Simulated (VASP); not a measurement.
# Br (Cmce) in VASP: further runs

Runs on Br. Level: LDA. Tasks: single point.

All numbers are computed with VASP 6.6.1; they aren't measurements. Logs are shortened: lines on timing, memory, paths and dates and some standing lists are left out, and cuts for length are marked.

**1. The cell of the first run**

It takes space group Cmce (No. 64, orthorhombic). The conventional cell has a = 6.656 Å, b = 3.903 Å, c = 8.473 Å, α = 90.00°, β = 90.00°, γ = 90.00°. Br (site symmetry m) has 3 Br at 2.40 to 2.93 Å within 3.2 Å.

**2. Single point, LDA**

INCAR reads:

```
SYSTEM = Br
  ALGO = Normal
  EDIFF = 1E-6
  ENCUT = 520
  GGA = CA
  ISIF = 2
  ISMEAR = 1
  LASPH = .True.
  LCHARG = .True.
  LELF = .True.
  LREAL = .False.
  LVHAR = .True.
  LWAVE = .False.
  NBANDS = 22
  NELM = 60
  PREC = Accurate
  SIGMA = 0.6
```

KPOINTS reads:

```
k-points
0
Gamma
  9 9 4
  0 0 0
```

POSCAR reads:

```
Br
1.0
    3.3280929616     -1.9517224565      0.0000000000
    3.3280929616      1.9517224565      0.0000000000
    0.0000000000      0.0000000000      8.4732333614
Br
4
Direct
    0.8406697304      0.1593302696      0.1209213125
    0.6593302696      0.3406697304      0.6209213125
    0.1593302696      0.8406697304      0.8790786875
    0.3406697304      0.6593302696      0.3790786875
```

Potentials or basis: VASP PAW LDA potentials, release 64 (Br).

On the command line:

```console
$ cat potpaw_LDA.64/Br/POTCAR > POTCAR
$ mpirun -np 1 vasp_std > vasp.out
```

OUTCAR:

```text
SYSTEM = Br
   EDIFF = 1E-6
   ENCUT = 520
   GGA = CA
   ISIF = 2
   ISMEAR = 1
   LASPH = .True.
   LREAL = .False.
   NELM = 60
   PREC = Accurate

 ion  position               nearest neighbor table
   1  0.841  0.159  0.121-   3 2.40
   2  0.659  0.341  0.621-   4 2.40
   3  0.159  0.841  0.879-   1 2.40
   4  0.341  0.659  0.379-   2 2.40

  LATTYP: Found a base centered orthorhombic cell.
 ALAT       =     3.9034449130
 B/A-ratio  =     1.7052081102
 C/A-ratio  =     2.1707065298

  Lattice vectors:

 A1 = (  -3.3280929616,  -1.9517224565,   0.0000000000)
 A2 = (   3.3280929616,  -1.9517224565,   0.0000000000)
 A3 = (   0.0000000000,   0.0000000000,   8.4732333614)

Analysis of symmetry for initial positions (statically):
=====================================================================
 Subroutine PRICEL returns:
 Original cell was already a primitive cell.

 Routine SETGRP: Setting up the symmetry group for a
 base centered orthorhombic supercell.

 Subroutine GETGRP returns: Found  8 space group operations
 (whereof  4 operations were pure point group operations)
 out of a pool of  8 trial point group operations.

The static configuration has the point symmetry C_2h.
 The point group associated with its full space group is D_2h.

Analysis of symmetry for dynamics (positions and initial velocities):
=====================================================================
 Subroutine PRICEL returns:
 Original cell was already a primitive cell.

 Routine SETGRP: Setting up the symmetry group for a
 base centered orthorhombic supercell.

 Subroutine GETGRP returns: Found  8 space group operations
 (whereof  4 operations were pure point group operations)
 out of a pool of  8 trial point group operations.

The dynamic configuration has the point symmetry C_2h.
 The point group associated with its full space group is D_2h.

 Subroutine INISYM returns: Found  8 space group operations
 (whereof  4 operations are pure point group operations),
 and found     1 'primitive' translations

----------------------------------------------------------------------------------------

                                     Primitive cell

  volume of cell :     110.0760

  direct lattice vectors                    reciprocal lattice vectors
     3.328092962 -1.951722456  0.000000000     0.150236188 -0.256183966  0.000000000
     3.328092962  1.951722456  0.000000000     0.150236188  0.256183966  0.000000000
     0.000000000  0.000000000  8.473233361     0.000000000  0.000000000  0.118018702

  length of vectors
     3.858163204  3.858163204  8.473233361     0.296986762  0.296986762  0.118018702

  position of ions in fractional coordinates (direct lattice)
     0.840669730  0.159330270  0.120921313
     0.659330270  0.340669730  0.620921313
     0.159330270  0.840669730  0.879078687
     0.340669730  0.659330270  0.379078687

  ion indices of the primitive-cell ions
   primitive index   ion index
                 1           1
                 2           2
                 3           3
                 4           4

----------------------------------------------------------------------------------------

 KPOINTS: k-points

Automatic generation of k-mesh.
 Grid dimensions read from file:
 generate k-points for:    9    9    4

 Generating k-lattice:

  Cartesian coordinates                     Fractional coordinates (reciprocal lattice)
     0.016692910 -0.028464885  0.000000000     0.111111111  0.000000000  0.000000000
     0.016692910  0.028464885  0.000000000     0.000000000  0.111111111  0.000000000
     0.000000000  0.000000000  0.029504675     0.000000000  0.000000000  0.250000000

  Length of vectors
     0.032998529  0.032998529  0.029504675

  Shift w.r.t. Gamma in fractional coordinates (k-lattice)
     0.000000000  0.000000000  0.000000000

 Subroutine IBZKPT returns following result:
 ===========================================

 Found     75 irreducible k-points:

 Following reciprocal coordinates:
            Coordinates               Weight
  0.000000  0.000000  0.000000      1.000000
  0.111111 -0.000000  0.000000      4.000000
  0.222222 -0.000000  0.000000      4.000000
  0.333333  0.000000  0.000000      4.000000
  0.444444 -0.000000  0.000000      4.000000
  0.111111  0.111111  0.000000      2.000000
[... 16 lines left out ...]
 -0.333333  0.333333  0.000000      2.000000
  0.444444  0.444444  0.000000      2.000000
 [... further k-points ...]
   k-points           NKPTS =     75   k-points in BZ     NKDIM =     75   number of bands    NBANDS=     22
   number of dos      NEDOS =    301   number of ions     NIONS =      4
   total plane-waves  NPLWV =  57600
   dimension x,y,z NGX =    30 NGY =   30 NGZ =   64
   dimension x,y,z NGXF=    60 NGYF=   60 NGZF=  128
   ions per type =               4
   NGX,Y,Z   is equivalent  to a cutoff of  12.93, 12.93, 12.56 a.u.
   NGXF,Y,Z  is equivalent  to a cutoff of  25.85, 25.85, 25.11 a.u.
 SYSTEM =  Br
   PREC   = accura    normal or accurate (medium, high low for compatibility)
   ISTART =      0    job   : 0-new  1-cont  2-samecut
   ICHARG =      2    charge: 1-file 2-atom 10-const
   ISPIN  =      1    spin polarized calculation?
   LNONCOLLINEAR =      F non collinear calculations
   LSORBIT =      F    spin-orbit coupling
   LASPH  =      T    aspherical Exc in radial PAW
   ENCUT  =  520.0 eV  38.22 Ry    6.18 a.u.   7.17  7.17 15.75*2*pi/ulx,y,z
   NELM   =     60;   NELMIN=  2; NELMDL= -5     # of ELM steps
   EDIFF  = 0.1E-05   stopping-criterion for ELM
   LREAL  =      F    real-space projection
   EDIFFG = 0.1E-04   stopping-criterion for IOM
   NSW    =      0    number of steps for IOM
   IBRION =     -1    ionic relax: 0-MD 1-quasi-New 2-CG
   NFREE  =      0    steps in history (QN), initial steepest desc. (CG)
   ISIF   =      2    stress and relaxation
   ISYM   =      2    0-nonsym 1-usesym 2-fastsym
   POTIM  = 0.5000    time-step for ionic-motion
   TEBEG  =    0.0;   TEEND  =   0.0 temperature during run
   PSTRESS=    0.0 pullay stress
   NELECT =      28.0000    total number of electrons
   NUPDOWN=      -1.0000    fix difference up-down
   EMIN   =  10.00;   EMAX   =-10.00  energy-range for DOS
   EFERMI =   0.00;   METHOD = LEGACY
   ISMEAR =     1;   SIGMA  =   0.60  broadening in eV -4-tet -1-fermi 0-gaus
   EFERMI_NEDOS =   21; number of points for ismear=-14 and -15
   IALGO  =     38    algorithm
   IMIX   =      4    mixing-type and parameters
     AMIX     =   0.40;   BMIX     =  1.00
     AMIX_MAG =   1.60;   BMIX_MAG =  1.00
  volume/ion in A,a.u.               =      27.52       185.71
  Fermi-wavevector in a.u.,A,eV,Ry     =   1.037281  1.960178 14.639227  1.075953
  Thomas-Fermi vector in A             =   2.171712
   LORBIT       =      0    0 simple, 1 ext, 2 COOP (PROOUT), +10 PAW based schemes
   GGA     = CA    functional components
   LHFCALC =     F    Hartree Fock is set to
   AEXX    =    0.0000 exact exchange contribution
   IVDW    =     0    specifies the selected vdW correction
   LEPSILON=     F    determine dielectric tensor
   LRPA    =     F    only Hartree local field effects (RPA)
 non-spin polarized calculation
 Methfessel and Paxton  Order N= 1 SIGMA  =   0.60
  energy-cutoff  :      520.00
  volume of cell :      110.08
 maximum number of plane-waves:      2990
 NGX is ok and might be reduce to    30
   NGX = 15   NGY = 15   NGZ = 31

 number of electron      28.0000005 magnetization

 Free energy of the ion-electron system (eV)
  ---------------------------------------------------
  ext. energy  EPLUGINS =         0.00000000
  ---------------------------------------------------
  free energy    TOTEN  =        -8.46966364 eV

  energy without entropy =       -8.58249389  energy(sigma->0) =       -8.50727373

 E-fermi :   1.6312     XC(G=0):  -9.2890

 val. band max:        1.5640248123   @ k =   0.0000   0.0000   0.0000
 cond. band min:       2.5675573540   @ k =  -0.4444   0.4444   0.0000
 fundamental gap:      1.0035325417
 Fermi energy:         1.6312031864

 k-point     1 :       0.0000    0.0000    0.0000
  band No.  band energies     occupation
      1     -14.9283      2.00000
      2     -14.0175      2.00000
      3     -12.8403      2.00000
      4     -11.1495      2.00000
      5      -4.1676      2.00000
      6      -2.1161      2.00000
[... 14 lines left out ...]
     21      10.7212     -0.00000
     22      11.5698     -0.00000

 k-point     2 :       0.1111   -0.0000    0.0000
  band No.  band energies     occupation
      1     -14.8611      2.00000
      2     -13.9904      2.00000
      3     -12.7881      2.00000
      4     -11.2057      2.00000
      5      -4.1469      2.00000
      6      -2.3117      2.00000
[... 14 lines left out ...]
     21      10.6945     -0.00000
     22      10.7977     -0.00000

 k-point     3 :       0.2222   -0.0000    0.0000
  band No.  band energies     occupation
      1     -14.6728      2.00000
      2     -13.9290      2.00000
      3     -12.6420      2.00000
      4     -11.3698      2.00000
      5      -4.1446      2.00000
      6      -2.9429      2.00000
[... 14 lines left out ...]
     21      10.5054     -0.00000
     22      10.7869     -0.00000

 k-point     4 :       0.3333    0.0000    0.0000
  band No.  band energies     occupation
      1     -14.4056      2.00000
      2     -13.8896      2.00000
      3     -12.4298      2.00000
      4     -11.6190      2.00000
      5      -4.2491      2.00000
      6      -3.6653      2.00000
[... 14 lines left out ...]
     21      10.7969     -0.00000
     22      12.0006     -0.00000

 k-point     5 :       0.4444   -0.0000    0.0000
  band No.  band energies     occupation
      1     -14.1335      2.00000
      2     -13.9460      2.00000
      3     -12.1797      2.00000
      4     -11.9042      2.00000
      5      -4.3293      2.00000
      6      -4.1589      2.00000
[... 14 lines left out ...]
     21      11.9444     -0.00000
     22      12.2851     -0.00000

 k-point     6 :       0.1111    0.1111    0.0000
  band No.  band energies     occupation
      1     -14.8877      2.00000
      2     -13.9868      2.00000
      3     -12.8043      2.00000
      4     -11.1397      2.00000
      5      -4.1319      2.00000
      6      -2.1542      2.00000
[... 14 lines left out ...]
     21      10.8652     -0.00000
     22      11.1461     -0.00000

 k-point     7 :       0.2222    0.1111    0.0000
  band No.  band energies     occupation
      1     -14.7860      2.00000
      2     -13.9362      2.00000
      3     -12.7221      2.00000
      4     -11.1919      2.00000
      5      -4.0880      2.00000
      6      -2.3849      2.00000
[... 324 lines left out ...]
      6      -2.5584      2.00000
[... 14 lines left out ...]
     21      10.9794     -0.00000
     22      11.1114     -0.00000

 k-point    21 :       0.4444    0.3333    0.0000
  band No.  band energies     occupation
      1     -14.5562      2.00000
      2     -13.7735      2.00000
      3     -12.5219      2.00000
      4     -11.1520      2.00000
      5      -3.8985      2.00000
      6      -2.7842      2.00000
[... 14 lines left out ...]
     21      11.0853     -0.00000
     22      11.1125     -0.00000

 k-point    22 :      -0.4444    0.3333    0.0000
  band No.  band energies     occupation
      1     -14.3950      2.00000
      2     -13.7605      2.00000
      3     -12.4023      2.00000
      4     -11.3615      2.00000
      5      -3.9677      2.00000
      6      -3.1617      2.00000
[... 14 lines left out ...]
     21      10.8910     -0.00000
     22      11.3090     -0.00000

 k-point    23 :      -0.3333    0.3333    0.0000
  band No.  band energies     occupation
      1     -14.2102      2.00000
      2     -13.8164      2.00000
      3     -12.2563      2.00000
      4     -11.6579      2.00000
      5      -4.1297      2.00000
      6      -3.7904      2.00000
[... 14 lines left out ...]
     21      11.4930     -0.00000
     22      12.3310     -0.00000

 k-point    24 :       0.4444    0.4444    0.0000
  band No.  band energies     occupation
      1     -14.5690      2.00000
      2     -13.7518      2.00000
      3     -12.5250      2.00000
      4     -11.0679      2.00000
      5      -3.8434      2.00000
      6      -3.0605      2.00000
[... 14 lines left out ...]
     21      11.7425     -0.00000
     22      11.9186     -0.00000

 [... further k-points ...]

------------------------ aborting loop because EDIFF is reached ----------------------------------------

  FORCE on cell =-STRESS in cart. coord.  units (eV):
  Direction    XX          YY          ZZ          XY          YZ          ZX
  --------------------------------------------------------------------------------------
  -------------------------------------------------------------------------------------
  Total        0.0149151     -0.0867679     -0.2179362      0.0000000      0.0000000      0.0000000
  in kB        0.2170929     -1.2629241     -3.1721030      0.0000000      0.0000000      0.0000000
  external PRESSURE =      -1.4059781 kB  Pullay stress =       0.0000000 kB

 VOLUME and BASIS-vectors are now :
 -----------------------------------------------------------------------------
  energy-cutoff  :      520.00
  volume of cell :      110.08
      direct lattice vectors                 reciprocal lattice vectors
     3.328092962 -1.951722456  0.000000000     0.150236188 -0.256183966  0.000000000
     3.328092962  1.951722456  0.000000000     0.150236188  0.256183966  0.000000000
     0.000000000  0.000000000  8.473233361     0.000000000  0.000000000  0.118018702

 POSITION                                       TOTAL-FORCE (eV/Angst)
 -----------------------------------------------------------------------------------
      3.32809     -1.32979      1.02459         0.000000      0.039488      0.001303
      3.32809     -0.62194      5.26121         0.000000     -0.039488      0.001303
      3.32809      1.32979      7.44864         0.000000     -0.039488     -0.001303
      3.32809      0.62194      3.21202         0.000000      0.039488     -0.001303
 -----------------------------------------------------------------------------------
    total drift:                                0.000000     -0.000000     -0.000000

  FREE ENERGIE OF THE ION-ELECTRON SYSTEM (eV)
  ---------------------------------------------------
  free  energy   TOTEN  =        -8.4696636432 eV

  energy  without entropy=       -8.5824938891  energy(sigma->0) =       -8.50727373
```

It took 2.7 min on 1 thread of Oxide Virtual Turin-like, shared host; peak memory 0.23 GiB.

Results:

```yaml
Free_energy: -8.4697 eV
Pressure: -0.1 GPa
Largest_force: 0.040 eV/Å
Band_gap_on_the_k_mesh: 1.00 eV (least direct gap 1.19 eV)
```

Forces in eV/Å, atoms in the order of the input:
```
Br   0.000  0.039  0.001
Br   0.000 -0.039  0.001
Br   0.000 -0.039 -0.001
Br   0.000  0.039 -0.001
```

Caveat: so wide a smearing shifts energies and pressures. A k mesh can miss the band edges.

(Part 1 of 2 ends here.)
